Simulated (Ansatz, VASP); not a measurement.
## One calculation of Re, two programs

The input INCAR:

```
PREC = Accurate ; ENCUT = 520
EDIFF = 1E-7 ; ISMEAR = -1
SIGMA = 0.05 ; LREAL = F
LASPH = T ; NELM = 100
ALGO = Normal ; ISIF = 2
LWAVE = F ; LCHARG = F
GGA = PE ; NBANDS = 14
```

KPOINTS

```
Automatic mesh
0
Gamma
  14 14 8
```

Contents of POSCAR:

```
Re
1.0
    2.6029010724      0.0000000000      0.0000000000
   -1.3014505362      2.2541784522      0.0000000000
    0.0000000000      0.0000000000      4.0371400000
Re
2
Direct
    0.3333333333      0.6666666667      0.2500000000
    0.6666666667      0.3333333333      0.7500000000
```

Input for Ansatz:

```yaml
crystal:
  lattice:
    - [2.6029010724, 0.0, 0.0]
    - [-1.3014505362, 2.2541784522, 0.0]
    - [0.0, 0.0, 4.03714]
  atoms:
    - { symbol: Re, position: [0.3333333333, 0.6666666667, 0.25] }
    - { symbol: Re, position: [0.6666666667, 0.3333333333, 0.75] }
kpoints:
  mp_grid: { grid: [14, 14, 8] }
  band_path:
    path:
      - [0.0, 0.0, 0.0]
      - [0.5, 0.0, 0.0]
      - [0.3333333333, 0.3333333333, 0.0]
      - [0.0, 0.0, 0.0]
      - [0.0, 0.0, 0.5]
      - [0.5, 0.0, 0.5]
      - [0.3333333333, 0.3333333333, 0.5]
      - [0.0, 0.0, 0.5]
      - [0.5, 0.0, 0.5]
    npoints: 5
scf:
  occupations: { method: fermi_dirac, width: 0.05 }
hamiltonian:
  xc: pbe
  pseudopotentials: { kind: all_electron, lapw: { basis_error: 0.00025 } }
output:
  forces: true
  stress: true
  eigenvalues: true
```

Change from the starting cell: zz strain of -3 %.

Alike in both runs: task single point; functional PBE; k mesh 14 × 14 × 8; occupations fermi-dirac, width 0.05 eV; no spin polarisation.

|  | VASP | Ansatz |
| --- | --- | --- |
| version | VASP 6.6.1 | Ansatz 0.2.0 |
| potentials or method | VASP PAW PBE potentials, release 64 (Re), cutoff 520 eV | all-electron LAPW, scalar-relativistic |

|  | VASP | Ansatz | Ansatz less VASP |
| --- | --- | --- | --- |
| pressure (GPa) | 144.0 | 140.3 | -3.77 |
| traceless stress, the component that is largest in VASP (GPa) | 23.25 | 23.37 | +0.119 |

Both programs put the cell under a high pressure, so it lies far from rest at this level. Ansatz ran all-electron here, and VASP with PAW potentials.

Neither program's run includes spin-orbit coupling. Noted on VASP's run: the cell as given lies far from equilibrium.
